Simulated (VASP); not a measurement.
Runs of VASP 6.6.1 on HgPt. The structure is that of space group P4/mmm (No. 123), or close to it. The cells are those of the table. 

```csv
cell,gap on the mesh (eV),pressure (GPa)
"a = 2.685, b = 2.685, c = 3.541 Å, 2 atoms",none,108.1
"a = 2.919, b = 2.919, c = 3.850 Å, 2 atoms",none,0.8
"a = 2.864, b = 2.864, c = 3.777 Å, 2 atoms",none,15.3
"a = 3.024, b = 3.024, c = 3.988 Å, 2 atoms",none,(a)
```

Alike in all rows: task electric field gradients; level LDA; potentials or basis VASP PAW LDA potentials, release 64 (Hg_sv_GW, Pt_sv_GW); no spin polarisation; k mesh 12 × 12 × 9; cutoff (eV) 430; smearing fermi-dirac 0.05 eV.

Problem. Estimate the missing entries.

Solution. (a) -16.2.

Caveats: spin-orbit coupling is left out, which moves the levels of the heavy elements; the cell stands under pressure (at least some runs); the cell stands under tension (at least some runs).

A k mesh can miss the band edges, and the runs leave out spin-orbit coupling on Hg, Pt.

A gap of «none» marks levels without a gap at the run's occupations.
